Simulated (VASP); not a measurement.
# MgO (rock salt): single point with LDA

Crystal: MgO (rock salt).

```
Mg O
1.0
     0.00000    2.03236    2.03236
     2.03236    0.00000    2.03236
     2.03236    2.03236    0.00000
Mg O
1 1
Direct
  0.00000 0.00000 0.00000
  0.50000 0.50000 0.50000
```

This cell differs from its parent crystal: volume scaled by 0.9.

```yaml
Program: VASP 6.6.1
Task: single point
Functional: LDA
Potentials_or_basis: VASP PAW LDA potentials, release 64 (Mg, O)
Cutoff: 600 eV
k_mesh: 10 × 10 × 10
Occupations: gaussian, width 0.01 eV
Spin: no spin polarisation
```

- Pressure: 11.7 GPa
- Band gap on the k mesh: 5.77 eV, direct

Levels at points of the mesh, in eV from the valence-band top:
```tsv
k point	band 2	band 3	band 4	band 5	band 6	band 7
(0.00, 0.00, 0.00)	0.00	0.00	0.00	5.77	16.10	16.10
(0.50, 0.00, 0.00)	-5.20	-0.80	-0.80	8.42	13.63	17.12
(0.50, 0.50, 0.00)	-4.61	-1.53	-1.53	8.97	10.91	14.05
```

Wall time 6 s on 1 thread of Intel(R) Xeon(R) Platinum 8488C (Sapphire Rapids), on a shared host, peak memory 0.13 GiB.
